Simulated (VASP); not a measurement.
Write the native input for VASP 6.6.1 that does the following.

| Item | Value |
| --- | --- |
| Task | single point |
| Functional | PBE |
| Potentials or basis | VASP PAW PBE potentials, release 64 (Te, Pb_d) |
| Cutoff | 520 eV |
| k mesh | 10 × 10 × 10 |
| Occupations | gaussian, width 0.05 eV |
| Spin | no spin polarisation |
| Dipole correction | no |
| Further INCAR settings | ALGO = Normal; EDIFF = 1e-06; NBANDS = 17 |

The structure of TePb lies in POSCAR:

```
TePb
1.0
    3.8941892260      0.0000000000      0.0000000000
    0.0000000000      3.8941892260      0.0000000000
    0.0000000000      0.0000000000      3.8941892260
Te Pb
1 1
Direct
    0.5000000000      0.5000000000      0.5000000000
    0.0000000000      0.0000000000      0.0000000000
```

This cell differs from its parent crystal: volume scaled by 0.920.

These files were run (other wordings do the same):

INCAR

```
SYSTEM = TePb
PREC = Accurate ; ENCUT = 520
EDIFF = 1E-6 ; ISMEAR = 0
SIGMA = 0.05 ; LREAL = .FALSE.
LASPH = .TRUE. ; NELM = 60
ALGO = Normal ; ISIF = 2
LWAVE = .FALSE. ; LCHARG = .FALSE.
GGA = PE ; NBANDS = 17
```

KPOINTS

```
Automatic mesh
0
G
  10 10 10
  0 0 0
```

Potentials or basis: VASP PAW PBE potentials, release 64 (Te, Pb_d).

Run with:

```bash
$ cat potpaw_PBE.64/Te/POTCAR potpaw_PBE.64/Pb_d/POTCAR > POTCAR
$ mpirun -np 1 vasp_std > vasp.out
```

Results of the run:

* Pressure: 3.5 GPa
* Band gap on the k mesh: zero (band 10 reaches 7.58 eV, above the bottom of band 11 at 6.08 eV)

Caveat: spin-orbit coupling is left out, which moves the levels of the heavy elements.

It took 72 s on 1 thread of Intel Xeon 8259CL, with other jobs on the host, peak memory 0.21 GiB.
